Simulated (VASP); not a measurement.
# PbO (P4/nmm) in VASP: a series of runs

Aim: see how the results for PbO move with the level of theory and the settings. Levels: PBEsol-based global hybrid with 25 % exact exchange, PBE. Tasks: single point.

All numbers are computed with VASP 6.6.1; they aren't measurements. Logs are shortened: lines on timing, memory, paths and dates and some standing lists are left out, and cuts for length are marked.

### Step 1. The cell of the first run

It takes space group P4/nmm (No. 129, tetragonal). The conventional cell has a = 3.990 Å, b = 3.990 Å, c = 5.010 Å, α = 90.00°, β = 90.00°, γ = 90.00°. Pb (site symmetry 4mm) has 4 O at 2.33 Å within 3.1 Å. Within 3.1 Å of O (site symmetry -4m2) lie 4 Pb at 2.33 Å and 4 O at 2.82 Å.

### Step 2. Single point, PBEsol-based global hybrid with 25 % exact exchange

The input, POSCAR:

```
PbO
1.0
    3.9900000000      0.0000000000      0.0000000000
    0.0000000000      3.9900000000      0.0000000000
    0.0000000000      0.0000000000      5.0100000000
Pb O
2 2
Direct
    0.5000000000      0.0000000000      0.7600000000
    0.0000000000      0.5000000000      0.2400000000
    0.5000000000      0.5000000000      0.0000000000
    0.0000000000      0.0000000000      0.0000000000
```

The input, INCAR.step1:

```
SYSTEM = PbO
PREC = Accurate ; ENCUT = 520
EDIFF = 1E-5 ; ISMEAR = -1
SIGMA = 0.05 ; LREAL = .FALSE.
LASPH = .TRUE. ; NELM = 120
ALGO = Normal ; ISIF = 2
LWAVE = .TRUE. ; LCHARG = .FALSE.
NBANDS = 28 ; GGA = PE
GGA_COMPAT = .FALSE.
```

The input, INCAR.step2:

```
SYSTEM = PbO
PREC = Accurate ; ENCUT = 520
EDIFF = 1E-6 ; ISMEAR = -1
SIGMA = 0.05 ; LREAL = .FALSE.
LASPH = .TRUE. ; NELM = 120
ALGO = Normal ; ISIF = 2
LWAVE = .FALSE. ; LCHARG = .FALSE.
GGA = PS ; LHFCALC = .TRUE.
AEXX = 0.25 ; PRECFOCK = Normal
NBANDS = 28 ; ISTART = 1
GGA_COMPAT = .FALSE.
```

The input, KPOINTS:

```
Automatic mesh
0
G
  4 4 3
  0 0 0
```

Potentials or basis: VASP PAW PBE potentials, release 64 (Pb_d, O).

Started as:

```console
cat potpaw_PBE.64/Pb_d/POTCAR potpaw_PBE.64/O/POTCAR > POTCAR
cp INCAR.step1 INCAR
mpirun -np 1 vasp_std > vasp.out
cp INCAR.step2 INCAR
mpirun -np 1 vasp_std > vasp.out
```

OUTCAR:

```text
SYSTEM = PbO
   PREC = Accurate
   ENCUT = 520
   EDIFF = 1E-6
   ISMEAR = -1
   LREAL = .FALSE.
   LASPH = .TRUE.
   NELM = 120
   ISIF = 2
   GGA = PS
   LHFCALC = .TRUE.
   AEXX = 0.25
   PRECFOCK = Normal
   ISTART = 1

 ion  position               nearest neighbor table
   1  0.500  0.000  0.760-   3 2.33   4 2.33   3 2.33   4 2.33   2 3.71   2 3.71   2 3.71   2 3.71
                             2 3.84   2 3.84   2 3.84   2 3.84
   2  0.000  0.500  0.240-   3 2.33   4 2.33   4 2.33   3 2.33   1 3.71   1 3.71   1 3.71   1 3.71
                             1 3.84   1 3.84   1 3.84   1 3.84
   3  0.500  0.500  0.000-   1 2.33   2 2.33   1 2.33   2 2.33
   4  0.000  0.000  0.000-   1 2.33   2 2.33   2 2.33   1 2.33

  LATTYP: Found a simple tetragonal cell.
 ALAT       =     3.9900000000
 C/A-ratio  =     1.2556390977

  Lattice vectors:

 A1 = (   3.9900000000,   0.0000000000,   0.0000000000)
 A2 = (   0.0000000000,   3.9900000000,   0.0000000000)
 A3 = (   0.0000000000,   0.0000000000,   5.0100000000)

Analysis of symmetry for initial positions (statically):
=====================================================================
 Subroutine PRICEL returns:
 Original cell was already a primitive cell.

 Routine SETGRP: Setting up the symmetry group for a
 simple tetragonal supercell.

 Subroutine GETGRP returns: Found 16 space group operations
 (whereof  8 operations were pure point group operations)
 out of a pool of 16 trial point group operations.

The static configuration has the point symmetry D_2d.
 The point group associated with its full space group is D_4h.

Analysis of symmetry for dynamics (positions and initial velocities):
=====================================================================
 Subroutine PRICEL returns:
 Original cell was already a primitive cell.

 Routine SETGRP: Setting up the symmetry group for a
 simple tetragonal supercell.

 Subroutine GETGRP returns: Found 16 space group operations
 (whereof  8 operations were pure point group operations)
 out of a pool of 16 trial point group operations.

The dynamic configuration has the point symmetry D_2d.
 The point group associated with its full space group is D_4h.

 Subroutine INISYM returns: Found 16 space group operations
 (whereof  8 operations are pure point group operations),
 and found     1 'primitive' translations

----------------------------------------------------------------------------------------

                                     Primitive cell

  volume of cell :      79.7597

  direct lattice vectors                    reciprocal lattice vectors
     3.990000000  0.000000000  0.000000000     0.250626566  0.000000000  0.000000000
     0.000000000  3.990000000  0.000000000     0.000000000  0.250626566  0.000000000
     0.000000000  0.000000000  5.010000000     0.000000000  0.000000000  0.199600798

  length of vectors
     3.990000000  3.990000000  5.010000000     0.250626566  0.250626566  0.199600798

  position of ions in fractional coordinates (direct lattice)
     0.500000000  0.000000000  0.760000000
     0.000000000  0.500000000  0.240000000
     0.500000000  0.500000000  0.000000000
     0.000000000  0.000000000  0.000000000

  ion indices of the primitive-cell ions
   primitive index   ion index
                 1           1
                 2           2
                 3           3
                 4           4

----------------------------------------------------------------------------------------

 KPOINTS: Automatic mesh

Automatic generation of k-mesh.
 Grid dimensions read from file:
 generate k-points for:    4    4    3

 Generating k-lattice:

  Cartesian coordinates                     Fractional coordinates (reciprocal lattice)
     0.062656642  0.000000000  0.000000000     0.250000000  0.000000000  0.000000000
     0.000000000  0.062656642  0.000000000     0.000000000  0.250000000  0.000000000
     0.000000000  0.000000000  0.066533599     0.000000000  0.000000000  0.333333333

  Length of vectors
     0.062656642  0.062656642  0.066533599

  Shift w.r.t. Gamma in fractional coordinates (k-lattice)
     0.000000000  0.000000000  0.000000000

 Subroutine IBZKPT returns following result:
 ===========================================

 Found     12 irreducible k-points:

 Following reciprocal coordinates:
            Coordinates               Weight
  0.000000  0.000000  0.000000      1.000000
  0.250000  0.000000  0.000000      4.000000
  0.500000  0.000000  0.000000      2.000000
  0.250000  0.250000  0.000000      4.000000
  0.500000  0.250000  0.000000      4.000000
  0.500000  0.500000  0.000000      1.000000
  0.000000  0.000000  0.333333      2.000000
  0.250000  0.000000  0.333333      8.000000
  0.500000  0.000000  0.333333      4.000000
  0.250000  0.250000  0.333333      8.000000
  0.500000  0.250000  0.333333      8.000000
  0.500000  0.500000  0.333333      2.000000
   k-points           NKPTS =     12   k-points in BZ     NKDIM =     48   number of bands    NBANDS=     28
   number of dos      NEDOS =    301   number of ions     NIONS =      4
   total plane-waves  NPLWV =  36000
   dimension x,y,z NGX =    30 NGY =   30 NGZ =   40
   dimension x,y,z NGXF=    60 NGYF=   60 NGZF=   80
   ions per type =               2   2
   NGX,Y,Z   is equivalent  to a cutoff of  12.50, 12.50, 13.27 a.u.
   NGXF,Y,Z  is equivalent  to a cutoff of  25.00, 25.00, 26.55 a.u.
 SYSTEM =  PbO
   PREC   = accura    normal or accurate (medium, high low for compatibility)
   ISTART =      1    job   : 0-new  1-cont  2-samecut
   ICHARG =      0    charge: 1-file 2-atom 10-const
   ISPIN  =      1    spin polarized calculation?
   LNONCOLLINEAR =      F non collinear calculations
   LSORBIT =      F    spin-orbit coupling
   LASPH  =      T    aspherical Exc in radial PAW
   ENCUT  =  520.0 eV  38.22 Ry    6.18 a.u.   7.42  7.42  9.32*2*pi/ulx,y,z
   NELM   =    120;   NELMIN=  2; NELMDL=  0     # of ELM steps
   EDIFF  = 0.1E-05   stopping-criterion for ELM
   LREAL  =      F    real-space projection
   EDIFFG = 0.1E-04   stopping-criterion for IOM
   NSW    =      0    number of steps for IOM
   IBRION =     -1    ionic relax: 0-MD 1-quasi-New 2-CG
   NFREE  =      0    steps in history (QN), initial steepest desc. (CG)
   ISIF   =      2    stress and relaxation
   ISYM   =      3    0-nonsym 1-usesym 2-fastsym
   POTIM  = 0.5000    time-step for ionic-motion
   TEBEG  =    0.0;   TEEND  =   0.0 temperature during run
   PSTRESS=    0.0 pullay stress
   NELECT =      40.0000    total number of electrons
   NUPDOWN=      -1.0000    fix difference up-down
   EMIN   =  10.00;   EMAX   =-10.00  energy-range for DOS
   EFERMI =   0.00;   METHOD = LEGACY
   ISMEAR =    -1;   SIGMA  =   0.05  broadening in eV -4-tet -1-fermi 0-gaus
   EFERMI_NEDOS =   21; number of points for ismear=-14 and -15
   IALGO  =     38    algorithm
   IMIX   =      1    mixing-type and parameters
     AMIX     =   0.40;   BMIX     =  1.00
     AMIX_MAG =   1.60;   BMIX_MAG =  1.00
  volume/ion in A,a.u.               =      19.94       134.56
  Fermi-wavevector in a.u.,A,eV,Ry     =   1.300670  2.457909 23.017539  1.691741
  Thomas-Fermi vector in A             =   2.431853
   LORBIT       =      0    0 simple, 1 ext, 2 COOP (PROOUT), +10 PAW based schemes
   GGA     = PS    functional components
   LHFCALC =     T    Hartree Fock is set to
   PRECFOCK=normal    Normal, Fast or Accurate (Low or Medium for compatibility)
   ENCUT4O =  -1.0   cutoff for four orbital integrals eV
   NKREDX  =     1    reduce k-point grid by
   NKREDY  =     1    reduce k-point grid by
   NKREDZ  =     1    reduce k-point grid by
   AEXX    =    0.2500 exact exchange contribution
   HFSCREEN=    0.0000 screening length (either q_TF or 0.3 A-1)
   HFSCREENC=   0.0000 screening length for correlation (either q_TF or 0.3 A-1)
   ENCUTFOCK=  -1.0 apply spherical cutoff to Coloumb kernel
   IVDW    =     0    specifies the selected vdW correction
   LEPSILON=     F    determine dielectric tensor
   LRPA    =     F    only Hartree local field effects (RPA)
 non-spin polarized calculation
  energy-cutoff  :      520.00
  volume of cell :       79.76
 maximum number of plane-waves:      2186
 NGX is ok and might be reduce to    30
  NGX = 24; NGY = 24; NGZ = 28

 number of electron      39.9999999 magnetization

 Free energy of the ion-electron system (eV)
  ---------------------------------------------------
  ext. energy  EPLUGINS =         0.00000000
  ---------------------------------------------------
  free energy    TOTEN  =       -29.64910095 eV

  energy without entropy =      -29.64910095  energy(sigma->0) =      -29.64910095

 E-fermi :   5.1611     XC(G=0):  -7.9365

 val. band max:        4.0524072840   @ k =   0.0000   0.0000   0.0000
 cond. band min:       6.5039352269   @ k =   0.5000   0.5000   0.0000
 fundamental gap:      2.4515279429
 Fermi energy:         5.1611066159

 k-point     1 :       0.0000    0.0000    0.0000
  band No.  band energies     occupation
      1     -16.2871      2.00000
      2     -15.6345      2.00000
      3     -13.5124      2.00000
      4     -13.5124      2.00000
      5     -13.4498      2.00000
      6     -13.4330      2.00000
[... 20 lines left out ...]
     27      13.1413      0.00000
     28      13.6225      0.00000

 k-point     2 :       0.2500    0.0000    0.0000
  band No.  band energies     occupation
      1     -16.1489      2.00000
      2     -15.6953      2.00000
      3     -13.4811      2.00000
      4     -13.4806      2.00000
      5     -13.4153      2.00000
      6     -13.3880      2.00000
[... 20 lines left out ...]
     27      13.6080      0.00000
     28      16.6931      0.00000

 k-point     3 :       0.5000    0.0000    0.0000
  band No.  band energies     occupation
      1     -15.8863      2.00000
      2     -15.8863      2.00000
      3     -13.4184      2.00000
      4     -13.4184      2.00000
      5     -13.4113      2.00000
      6     -13.4113      2.00000
[... 244 lines left out ...]
      3     -13.4241      2.00000
      4     -13.4241      2.00000
      5     -13.3681      2.00000
      6     -13.3681      2.00000
[... 20 lines left out ...]
     27      15.7816      0.00000
     28      15.7816      0.00000

 k-point    12 :       0.5000    0.5000    0.3333
  band No.  band energies     occupation
      1     -15.8490      2.00000
      2     -15.8490      2.00000
      3     -13.3772      2.00000
      4     -13.3772      2.00000
      5     -13.3306      2.00000
      6     -13.3306      2.00000
[... 20 lines left out ...]
     27      16.0942      0.00000
     28      16.0942      0.00000

------------------------ aborting loop because EDIFF is reached ----------------------------------------

  FORCE on cell =-STRESS in cart. coord.  units (eV):
  Direction    XX          YY          ZZ          XY          YZ          ZX
  --------------------------------------------------------------------------------------
  -------------------------------------------------------------------------------------
  Total       -1.8891575     -1.8891575     -1.7022928      0.0000000      0.0000000      0.0000000
  in kB      -37.9485548    -37.9485548    -34.1948998      0.0000000      0.0000000      0.0000000
  external PRESSURE =     -36.6973365 kB  Pullay stress =       0.0000000 kB

 VOLUME and BASIS-vectors are now :
 -----------------------------------------------------------------------------
  energy-cutoff  :      520.00
  volume of cell :       79.76
      direct lattice vectors                 reciprocal lattice vectors
     3.990000000  0.000000000  0.000000000     0.250626566  0.000000000  0.000000000
     0.000000000  3.990000000  0.000000000     0.000000000  0.250626566  0.000000000
     0.000000000  0.000000000  5.010000000     0.000000000  0.000000000  0.199600798

 POSITION                                       TOTAL-FORCE (eV/Angst)
 -----------------------------------------------------------------------------------
      1.99500      0.00000      3.80760         0.000000      0.000000      0.808852
      0.00000      1.99500      1.20240        -0.000000      0.000000     -0.808852
      1.99500      1.99500      0.00000         0.000000      0.000000      0.000000
      0.00000      0.00000      0.00000        -0.000000      0.000000      0.000000
 -----------------------------------------------------------------------------------
    total drift:                               -0.000000     -0.000002     -0.000000

  FREE ENERGIE OF THE ION-ELECTRON SYSTEM (eV)
  ---------------------------------------------------
  free  energy   TOTEN  =       -29.6491009541 eV

  energy  without entropy=      -29.6491009541  energy(sigma->0) =      -29.64910095
```

Run time: 36 min. Hardware: 1 thread of Intel Xeon Platinum 8259CL at 2.50GHz (Skylake/Cascade Lake), shared host; peak memory 0.22 GiB.

What came out:

* Free energy: -29.6491 eV
* Pressure: -3.7 GPa
* Largest force: 0.809 eV/Å
* Band gap on the k mesh: 2.45 eV (least direct gap 3.88 eV)

Forces in eV/Å, atoms in the order of the input:
```
Pb   0.000  0.000  0.809
Pb   0.000  0.000 -0.809
O    0.000  0.000  0.000
O    0.000  0.000  0.000
```

Stress tensor (GPa, compression positive):
```
-3.79  0.00  0.00
 0.00 -3.79  0.00
 0.00  0.00 -3.42
```

Caveat: the cell stands under tension; the PAW data sets were made with another functional, which shifts forces and pressure a little; spin-orbit coupling is left out, which moves the levels of the heavy elements.

### Step 3. Single point, PBE, non-collinear spin, zero start, spin-orbit coupling

This run uses another cell than the first one, of 21.14 Å³/atom.

The input, INCAR:

```
SYSTEM = PbO
  PREC = Accurate
  ENCUT = 600
  EDIFF = 1E-6
  ISMEAR = -1
  SIGMA = 0.05
  LREAL = .FALSE.
  LASPH = .TRUE.
  NELM = 200
  ALGO = Normal
  ISIF = 2
  LWAVE = .FALSE.
  LCHARG = .FALSE.
  MAGMOM = 0 0 0 0 0 0 0 0 0 0 0 0
  LORBIT = 11
  LSORBIT = .TRUE.
  GGA_COMPAT = .FALSE.
  LORBMOM = .TRUE.
  GGA = PE
  NBANDS = 54
```

The input, KPOINTS:

```
Automatic mesh
0
G
  7 7 6
  0 0 0
```

The input, POSCAR:

```
PbO
1.0
    4.0682551615      0.0000000000      0.0000000000
    0.0000000000      4.0682551615      0.0000000000
    0.0000000000      0.0000000000      5.1082602403
Pb O
2 2
Direct
    0.5000000000      0.0000000000      0.7600000000
    0.0000000000      0.5000000000      0.2400000000
    0.5000000000      0.5000000000      0.0000000000
    0.0000000000      0.0000000000      0.0000000000
```

Potentials or basis: VASP PAW PBE potentials, release 64 (Pb_d, O).

Started as:

```console
cat potpaw_PBE.64/Pb_d/POTCAR potpaw_PBE.64/O/POTCAR > POTCAR
mpirun -np 1 vasp_ncl > vasp.out
```

Run time: 7.8 min. Hardware: 1 thread of Intel Xeon Platinum 8488C (Sapphire Rapids), shared host; peak memory 0.61 GiB.

The run converged. Its results:

| Property | Result |
| --- | --- |
| Free energy | -22.2162 eV |
| Pressure | -1.6 GPa |
| Largest force | 0.643 eV/Å |
| Net moment | 0.00 μB per cell |
| Valence electrons inside the program's atomic spheres | Pb 11.85; O 4.93 |

Forces in eV/Å, atoms in the order of the input:
```
Pb   0.000  0.000  0.643
Pb   0.000  0.000 -0.643
O    0.000  0.000  0.000
O    0.000  0.000  0.000
```

Stress tensor (GPa, compression positive):
```
-1.50  0.00  0.00
 0.00 -1.50  0.00
 0.00  0.00 -1.71
```

Moments on the atoms (μB; x, y, z):
```
Pb  0.00 0.00 0.00
Pb  0.00 0.00 0.00
O   0.00 0.00 0.00
O   0.00 0.00 0.00
```
